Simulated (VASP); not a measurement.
# Ta (Im-3m) in VASP: notebook, part 2 of 2

VASP 6.6.1. The steps go on from the part before.

## Step 4: Single point, PBE

This run uses another cell than the first one, of 16.08 Å³/atom, 0.880 times its volume.

INCAR

```
SYSTEM = Ta
ALGO = Normal ; EDIFF = 1E-7
ENCUT = 520 ; GGA = PE
ISIF = 2 ; ISMEAR = 1
LASPH = .True. ; LCHARG = .False.
LREAL = .False. ; LWAVE = .False.
NBANDS = 12 ; NELM = 80
PREC = Accurate ; SIGMA = 0.1
```

KPOINTS

```
k-points
0
Gamma
  18 18 18
  0 0 0
```

POSCAR

```
Ta
1.0
   -1.5901714585      1.5901714585      1.5901714585
    1.5901714585     -1.5901714585      1.5901714585
    1.5901714585      1.5901714585     -1.5901714585
Ta
1
Direct
    0.0000000000      0.0000000000      0.0000000000
```

Potentials or basis: VASP PAW PBE potentials, release 64 (Ta_pv).

Run with:

```
> cat potpaw_PBE.64/Ta_pv/POTCAR > POTCAR
> mpirun -np 1 vasp_std > vasp.out
```

OUTCAR:

```text
SYSTEM = Ta
   EDIFF = 1E-7
   ENCUT = 520
   GGA = PE
   ISIF = 2
   ISMEAR = 1
   LASPH = .True.
   LREAL = .False.
   NELM = 80
   PREC = Accurate

 ion  position               nearest neighbor table
   1  0.000  0.000  0.000-

  LATTYP: Found a body centered cubic cell.
 ALAT       =     3.1803429170

  Lattice vectors:

 A1 = (  -1.5901714585,   1.5901714585,   1.5901714585)
 A2 = (   1.5901714585,  -1.5901714585,   1.5901714585)
 A3 = (   1.5901714585,   1.5901714585,  -1.5901714585)

Analysis of symmetry for initial positions (statically):
=====================================================================
 Subroutine PRICEL returns:
 Original cell was already a primitive cell.

 Routine SETGRP: Setting up the symmetry group for a
 body centered cubic supercell.

 Subroutine GETGRP returns: Found 48 space group operations
 (whereof 48 operations were pure point group operations)
 out of a pool of 48 trial point group operations.

The static configuration has the point symmetry O_h .

Analysis of symmetry for dynamics (positions and initial velocities):
[... 157 lines left out ...]
 E-fermi :   6.4176     XC(G=0): -13.2091

 val. band max:        6.4145531365   @ k =  -0.2222   0.2222   0.1111
 cond. band min:       6.4199149827   @ k =  -0.2778   0.3889   0.1111
 fundamental gap:      0.0053618462
 Fermi energy:         6.4175614101

 k-point     1 :       0.0000    0.0000    0.0000
  band No.  band energies     occupation
      1     -26.1730      2.00000
      2     -26.1730      2.00000
      3     -26.1730      2.00000
      4      -1.8894      2.00000
      5       7.1592     -0.00000
      6       7.1592     -0.00000
      7       7.1592     -0.00000
      8      10.8495      0.00000
      9      10.8495      0.00000
     10      21.9931      0.00000
     11      21.9931      0.00000
     12      21.9931      0.00000
[... 331 lines left out ...]
 k-point    24 :       0.3889    0.1111    0.0000
  band No.  band energies     occupation
      1     -27.7571      2.00000
      2     -26.7571      2.00000
      3     -26.2635      2.00000
      4       2.0063      2.00000
      5       4.6899      2.00000
      6       7.4745     -0.00000
      7      10.6449      0.00000
      8      12.1737      0.00000
      9      15.4936      0.00000
     10      19.5830      0.00000
     11      20.3756      0.00000
     12      21.5418      0.00000

 [... further k-points ...]
[... 5 lines left out ...]
  --------------------------------------------------------------------------------------
  -------------------------------------------------------------------------------------
  Total        3.2532187      3.2532187      3.2532187      0.0000000      0.0000000     -0.0000000
  in kB      324.0648975    324.0648975    324.0648975      0.0000000      0.0000000     -0.0000000
  external PRESSURE =     324.0648975 kB  Pullay stress =       0.0000000 kB

 VOLUME and BASIS-vectors are now :
 -----------------------------------------------------------------------------
  energy-cutoff  :      520.00
  volume of cell :       16.08
      direct lattice vectors                 reciprocal lattice vectors
    -1.590171458  1.590171458  1.590171458     0.000000000  0.314431502  0.314431502
     1.590171458 -1.590171458  1.590171458     0.314431502  0.000000000  0.314431502
     1.590171458  1.590171458 -1.590171458     0.314431502  0.314431502  0.000000000

 POSITION                                       TOTAL-FORCE (eV/Angst)
 -----------------------------------------------------------------------------------
      0.00000      0.00000      0.00000        -0.000000      0.000000     -0.000000
 -----------------------------------------------------------------------------------
    total drift:                                0.000000     -0.000000      0.000000

  FREE ENERGIE OF THE ION-ELECTRON SYSTEM (eV)
  ---------------------------------------------------
  free  energy   TOTEN  =       -11.6135634951 eV

  energy  without entropy=      -11.6129669899  energy(sigma->0) =      -11.61336466
```

OSZICAR:

```text
N       E                     dE             d eps       ncg     rms          rms(c)
DAV:   1     0.612169380280E+02    0.61217E+02   -0.60501E+03  4720   0.885E+02
DAV:   2    -0.110267743630E+02   -0.72244E+02   -0.70259E+02  5156   0.248E+02
DAV:   3    -0.119963648190E+02   -0.96959E+00   -0.95844E+00  5592   0.271E+01
DAV:   4    -0.119985837559E+02   -0.22189E-02   -0.22188E-02  5096   0.143E+00
DAV:   5    -0.119985891889E+02   -0.54330E-05   -0.54334E-05  5508   0.689E-02    0.166E+01
DAV:   6    -0.117134089994E+02    0.28518E+00   -0.21427E-01  5416   0.506E+00    0.851E+00
DAV:   7    -0.116147542981E+02    0.98655E-01   -0.21075E-01  5424   0.480E+00    0.399E-01
DAV:   8    -0.116135749377E+02    0.11794E-02   -0.47925E-03  4884   0.654E-01    0.927E-02
DAV:   9    -0.116135688775E+02    0.60602E-05   -0.49157E-05  5504   0.815E-02    0.287E-02
DAV:  10    -0.116135638419E+02    0.50355E-05   -0.25730E-06  5016   0.186E-02    0.313E-03
DAV:  11    -0.116135635757E+02    0.26623E-06   -0.56029E-08  3512   0.269E-03    0.485E-04
DAV:  12    -0.116135634951E+02    0.80575E-07   -0.54560E-09  2568   0.878E-04
   1 F= -.11613563E+02 E0= -.11613365E+02  d E =-.596505E-03
```

stdout:

```text
POSCAR found type information on POSCAR Ta
 POSCAR found :  1 types and       1 ions
 scaLAPACK will be used
 LDA part: xc-table for (Slater+PW92), standard interpolation
 POSCAR, INCAR and KPOINTS ok, starting setup
 FFT: planning ... GRIDC
 FFT: planning ... GRID_SOFT
 FFT: planning ... GRID
 WAVECAR not read
 entering main loop
```

Run time: 10 s. Hardware: 1 thread of Intel Xeon 6975P-C (Granite Rapids), shared host; peak memory 0.15 GiB.

Results:

* Free energy: -11.6136 eV
* Pressure: 32.4 GPa

Levels at points of the mesh, in eV from the Fermi level:
| k point | band 2 | band 3 | band 4 | band 5 | band 6 | band 7 | band 8 | band 9 |
| --- | --- | --- | --- | --- | --- | --- | --- | --- |
| (0.00, 0.00, 0.00) | -32.59 | -32.59 | -8.31 | 0.74 | 0.74 | 0.74 | 4.43 | 4.43 |
| (0.50, 0.00, 0.00) | -33.13 | -32.61 | -4.89 | -1.89 | 2.22 | 4.41 | 5.57 | 8.99 |
| (0.50, 0.50, 0.50) | -33.75 | -33.75 | -4.51 | -4.51 | 7.83 | 7.83 | 7.83 | 9.80 |

Caveat: spin-orbit coupling is left out, which moves the levels of the heavy elements.

## Step 5: Single point, PBE (volume scaled by 0.91)

INCAR

```
PREC = Accurate ; ENCUT = 520
EDIFF = 1E-6 ; ISMEAR = 0
SIGMA = 0.1 ; LREAL = F
LASPH = T ; NELM = 60
ALGO = Normal ; ISIF = 2
LWAVE = F ; LCHARG = F
GGA = PE ; NBANDS = 12
```

KPOINTS

```
regular mesh
0
Gamma
  18 18 18
```

POSCAR

```
Ta
1.0
   -1.6080400491      1.6080400491      1.6080400491
    1.6080400491     -1.6080400491      1.6080400491
    1.6080400491      1.6080400491     -1.6080400491
Ta
1
Direct
    0.0000000000      0.0000000000      0.0000000000
```

Potentials or basis: VASP PAW PBE potentials, release 64 (Ta_pv).

Run with:

```
> cat potpaw_PBE.64/Ta_pv/POTCAR > POTCAR
> mpirun -np 1 vasp_std > vasp.out
```

OUTCAR:

```text
PREC = Accurate
   ENCUT = 520
   EDIFF = 1E-6
   ISMEAR = 0
   LREAL = F
   LASPH = T
   NELM = 60
   ISIF = 2
   GGA = PE

 ion  position               nearest neighbor table
   1  0.000  0.000  0.000-

  LATTYP: Found a body centered cubic cell.
 ALAT       =     3.2160800982

  Lattice vectors:

 A1 = (  -1.6080400491,   1.6080400491,   1.6080400491)
 A2 = (   1.6080400491,  -1.6080400491,   1.6080400491)
 A3 = (   1.6080400491,   1.6080400491,  -1.6080400491)

Analysis of symmetry for initial positions (statically):
=====================================================================
 Subroutine PRICEL returns:
 Original cell was already a primitive cell.

 Routine SETGRP: Setting up the symmetry group for a
 body centered cubic supercell.

 Subroutine GETGRP returns: Found 48 space group operations
 (whereof 48 operations were pure point group operations)
 out of a pool of 48 trial point group operations.

The static configuration has the point symmetry O_h .

Analysis of symmetry for dynamics (positions and initial velocities):
=====================================================================
 Subroutine PRICEL returns:
 Original cell was already a primitive cell.

 Routine SETGRP: Setting up the symmetry group for a
 body centered cubic supercell.

 Subroutine GETGRP returns: Found 48 space group operations
 (whereof 48 operations were pure point group operations)
 out of a pool of 48 trial point group operations.

The dynamic configuration has the point symmetry O_h .

 Subroutine INISYM returns: Found 48 space group operations
 (whereof 48 operations are pure point group operations),
 and found     1 'primitive' translations

----------------------------------------------------------------------------------------

                                     Primitive cell

  volume of cell :      16.6322
[... 107 lines left out ...]
     AMIX_MAG =   1.60;   BMIX_MAG =  1.00
  volume/ion in A,a.u.               =      16.63       112.24
  Fermi-wavevector in a.u.,A,eV,Ry     =   1.426337  2.695386 27.680206  2.034438
  Thomas-Fermi vector in A             =   2.546625
   LORBIT       =      0    0 simple, 1 ext, 2 COOP (PROOUT), +10 PAW based schemes
   GGA     = PE    functional components
   LHFCALC =     F    Hartree Fock is set to
   AEXX    =    0.0000 exact exchange contribution
   IVDW    =     0    specifies the selected vdW correction
   LEPSILON=     F    determine dielectric tensor
   LRPA    =     F    only Hartree local field effects (RPA)
 non-spin polarized calculation
 Gauss-broadening in eV      SIGMA  =   0.10
  energy-cutoff  :      520.00
  volume of cell :       16.63
 maximum number of plane-waves:       468
 NGX is ok and might be reduce to    24
   NGX = 11   NGY = 11   NGZ = 11

 number of electron      10.9999999 magnetization

 Free energy of the ion-electron system (eV)
  ---------------------------------------------------
  ext. energy  EPLUGINS =         0.00000000
  ---------------------------------------------------
  free energy    TOTEN  =       -11.70974264 eV

  energy without entropy =      -11.70432999  energy(sigma->0) =      -11.70703631

 E-fermi :   6.1480     XC(G=0): -13.0309

 val. band max:        6.1424563750   @ k =  -0.2778   0.3889   0.1111
 cond. band min:       6.1526494012   @ k =  -0.3333   0.3333   0.1667
 fundamental gap:      0.0101930262
 Fermi energy:         6.1479586528

 k-point     1 :       0.0000    0.0000    0.0000
  band No.  band energies     occupation
      1     -26.5967      2.00000
      2     -26.5967      2.00000
      3     -26.5967      2.00000
      4      -2.0626      2.00000
      5       6.8795      0.00000
      6       6.8795      0.00000
      7       6.8795      0.00000
      8      10.4426      0.00000
      9      10.4426      0.00000
     10      21.5403      0.00000
     11      21.5403      0.00000
     12      21.5403      0.00000
[... 331 lines left out ...]
 k-point    24 :       0.3889    0.1111    0.0000
  band No.  band energies     occupation
      1     -28.0219      2.00000
      2     -27.1241      2.00000
      3     -26.6765      2.00000
      4       1.8554      2.00000
      5       4.5051      2.00000
      6       7.0592      0.00000
      7      10.2218      0.00000
      8      11.6776      0.00000
      9      14.8507      0.00000
     10      18.8249      0.00000
     11      19.7655      0.00000
     12      21.1394      0.00000

 [... further k-points ...]
[... 5 lines left out ...]
  --------------------------------------------------------------------------------------
  -------------------------------------------------------------------------------------
  Total        2.3108522      2.3108522      2.3108522      0.0000000      0.0000000      0.0000000
  in kB      222.6035928    222.6035928    222.6035928      0.0000000      0.0000000      0.0000000
  external PRESSURE =     222.6035928 kB  Pullay stress =       0.0000000 kB

 VOLUME and BASIS-vectors are now :
 -----------------------------------------------------------------------------
  energy-cutoff  :      520.00
  volume of cell :       16.63
      direct lattice vectors                 reciprocal lattice vectors
    -1.608040049  1.608040049  1.608040049     0.000000000  0.310937529  0.310937529
     1.608040049 -1.608040049  1.608040049     0.310937529  0.000000000  0.310937529
     1.608040049  1.608040049 -1.608040049     0.310937529  0.310937529  0.000000000

 POSITION                                       TOTAL-FORCE (eV/Angst)
 -----------------------------------------------------------------------------------
      0.00000      0.00000      0.00000         0.000000     -0.000000      0.000000
 -----------------------------------------------------------------------------------
    total drift:                               -0.000000      0.000000     -0.000000

  FREE ENERGIE OF THE ION-ELECTRON SYSTEM (eV)
  ---------------------------------------------------
  free  energy   TOTEN  =       -11.7097426381 eV

  energy  without entropy=      -11.7043299899  energy(sigma->0) =      -11.70703631
```

It took 9.7 s on 1 thread of Intel Xeon 6975P-C (Granite Rapids), shared host; peak memory 0.17 GiB.

Results:

```
Free energy : -11.7097 eV
Pressure    : 22.3 GPa
```

Levels at points of the mesh, in eV from the Fermi level:
```tsv
k point	band 2	band 3	band 4	band 5	band 6	band 7	band 8	band 9
(0.00, 0.00, 0.00)	-32.74	-32.74	-8.21	0.73	0.73	0.73	4.29	4.29
(0.50, 0.00, 0.00)	-33.23	-32.76	-4.74	-1.79	2.00	4.24	5.36	8.61
(0.50, 0.50, 0.50)	-33.79	-33.79	-4.30	-4.30	7.51	7.51	7.51	9.43
```

Caveat: the cell differs from its parent crystal (volume scaled by 0.91); spin-orbit coupling is left out, which moves the levels of the heavy elements.

## Step 6: Single point, PBE (volume scaled by 0.94)

INCAR

```
SYSTEM = Ta
  PREC = Accurate
  ENCUT = 520
  EDIFF = 1E-7
  ISMEAR = 0
  SIGMA = 0.1
  LREAL = .FALSE.
  LASPH = .TRUE.
  NELM = 60
  ALGO = Fast
  ISIF = 2
  LWAVE = .FALSE.
  LCHARG = .FALSE.
  GGA = PE
  NBANDS = 12
```

KPOINTS

```
regular mesh
0
G
  18 18 18
  0 0 0
```

POSCAR

```
Ta
1.0
   -1.6255201148      1.6255201148      1.6255201148
    1.6255201148     -1.6255201148      1.6255201148
    1.6255201148      1.6255201148     -1.6255201148
Ta
1
Direct
    0.0000000000      0.0000000000      0.0000000000
```

Potentials or basis: VASP PAW PBE potentials, release 64 (Ta_pv).

Run with:

```
> cat potpaw_PBE.64/Ta_pv/POTCAR > POTCAR
> mpirun -np 1 vasp_std > vasp.out
```

It took 15 s on 1 thread of Intel Xeon 6975P-C (Granite Rapids), shared host; peak memory 0.17 GiB.

The run converged. Its results:

| Property | Result |
| --- | --- |
| Free energy | -11.7710 eV |
| Pressure | 13.7 GPa |

Levels at points of the mesh, in eV from the Fermi level:
| k point | band 1 | band 2 | band 3 | band 4 | band 5 | band 6 | band 7 | band 8 | band 9 | band 10 |
| --- | --- | --- | --- | --- | --- | --- | --- | --- | --- | --- |
| (0.00, 0.00, 0.00) | -32.89 | -32.89 | -32.89 | -8.10 | 0.72 | 0.72 | 0.72 | 4.17 | 4.17 | 15.22 |
| (0.50, 0.00, 0.00) | -34.26 | -33.33 | -32.90 | -4.60 | -1.69 | 1.81 | 4.08 | 5.17 | 8.27 | 12.15 |
| (0.50, 0.50, 0.50) | -33.84 | -33.84 | -33.84 | -4.10 | -4.10 | 7.22 | 7.22 | 7.22 | 9.09 | 9.09 |

Caveat: the cell differs from its parent crystal (volume scaled by 0.94); spin-orbit coupling is left out, which moves the levels of the heavy elements.

## Step 7: The runs side by side

| cell | k mesh | smearing | gap on the mesh (eV) | pressure (GPa) |
| --- | --- | --- | --- | --- |
| a = 2.874 Å, angles 109.5°, 1 atom | 14 × 14 × 14 | gaussian 0.15 eV | none | 0.1 |
| a = 2.754 Å, angles 109.5°, 1 atom | 18 × 18 × 18 | gaussian 0.1 eV | none | 32.3 |
| a = 2.754 Å, angles 109.5°, 1 atom | 18 × 18 × 18 | methfessel-paxton 0.1 eV | none | 32.4 |
| a = 2.785 Å, angles 109.5°, 1 atom | 18 × 18 × 18 | gaussian 0.1 eV | none | 22.3 |
| a = 2.815 Å, angles 109.5°, 1 atom | 18 × 18 × 18 | gaussian 0.1 eV | none | 13.7 |

Alike in all rows: task single point; level PBE; potentials or basis VASP PAW PBE potentials, release 64 (Ta_pv); no spin polarisation; cutoff (eV) 520.

Caveats: spin-orbit coupling is left out, which moves the levels of the heavy elements.

Absolute energies hang on the potentials; compare differences alone.
